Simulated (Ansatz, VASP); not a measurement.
# Two plane-wave programs on B2O

```
B O
1.0
     2.56042    0.00000    0.00000
    -1.28021    2.21738    0.00000
     0.00000    0.00000   10.55171
B O
4 2
Direct
  0.00000 0.00000 0.41724
  0.00000 0.00000 0.58276
  0.66667 0.33333 0.02555
  0.33333 0.66667 0.97445
  0.66667 0.33333 0.36464
  0.33333 0.66667 0.63536
```

Alike in both runs: functional PBE; k mesh 12 × 12 × 4; occupations gaussian, width 0.1 eV; no spin polarisation.

Ansatz relaxed the structure, and its values are those at the end. VASP's run is a single point on that final structure, the one shown.

```csv
,VASP,Ansatz
version,VASP 6.6.1,Ansatz 0.2.0
potentials or method,"VASP PAW PBE potentials, release 64 (B, O), cutoff 520 eV","scalar-relativistic, plane waves, PAW"
valence electrons in the cell,24,24
```

Ansatz gave:

```
gap on the k mesh at the Fermi level (eV) : none
pressure (GPa)                            : 0.1
rms of the force components (eV/Å)        : 0.002
```

Q: Which values does VASP return?

A: gap on the k mesh at the Fermi level (eV): none; pressure (GPa): 0.4; rms of the force components (eV/Å): 0.009.

A gap of «none» marks a metal or a gap that the smearing closes. With one functional, cell and mesh, what is left measures potentials, basis and numerics.
